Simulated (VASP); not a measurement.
**Si3N4: single point with r2SCAN**

The system is Si3N4.

```
Si N
1.0
    -3.22138    3.22138    3.22138
     3.22138   -3.22138    3.22138
     3.22138    3.22138   -3.22138
Si N
6 8
Direct
  0.37500 0.25000 0.62500
  0.62500 0.37500 0.25000
  0.87500 0.12500 0.75000
  0.25000 0.62500 0.37500
  0.75000 0.87500 0.12500
  0.12500 0.75000 0.87500
  0.50000 0.00000 0.06251
  0.56251 0.50000 0.00000
  0.93749 0.93749 0.93749
  0.00000 0.56251 0.50000
  0.43749 0.43749 0.43749
  0.00000 0.06251 0.50000
  0.50000 0.00000 0.56251
  0.06251 0.50000 0.00000
```

```json
{
 "Program": "VASP 6.6.1",
 "Task": "single point",
 "Functional": "r2SCAN",
 "Potentials or basis": "VASP PAW PBE potentials, release 64 (Si, N)",
 "Cutoff": "520 eV",
 "k mesh": "6 × 6 × 6",
 "Occupations": "gaussian, width 0.01 eV",
 "Spin": "no spin polarisation"
}
```

```yaml
Pressure: -0.2 GPa
Band_gap_on_the_k_mesh: 4.75 eV, indirect (least direct gap 4.93 eV)
```

Forces in eV/Å, atoms in the order of the input:
```
Si   0.000  0.000  0.000
Si   0.000  0.000  0.000
Si   0.000  0.000  0.000
Si   0.000  0.000  0.000
Si   0.000  0.000  0.000
Si   0.000  0.000  0.000
N    0.001  0.001 -0.001
N   -0.001  0.001  0.001
N   -0.001 -0.001 -0.001
N    0.001 -0.001  0.001
N   -0.001 -0.001 -0.001
N    0.001 -0.001  0.001
N    0.001  0.001 -0.001
N   -0.001  0.001  0.001
```

Levels at points of the mesh, in eV from the valence-band top:
```
           k point  band 30  band 31  band 32  band 33  band 34  band 35
(0.00, 0.00, 0.00)    -0.16    -0.16    -0.08     5.27     5.27     5.40
(0.50, 0.00, 0.00)    -1.31    -0.02    -0.02     5.64     5.64     6.76
(0.50, 0.50, 0.50)    -1.98    -1.25    -1.25     6.11     6.11     6.11
```

It took 4.2 min on 1 thread of Intel(R) Xeon(R) Platinum 8488C (Sapphire Rapids) (shared host), peak memory 0.31 GiB.

Caveat: the PAW data sets were made with another functional, which shifts forces and pressure a little. r2SCAN opens gaps a little over a GGA but as a rule still falls short of measured ones.
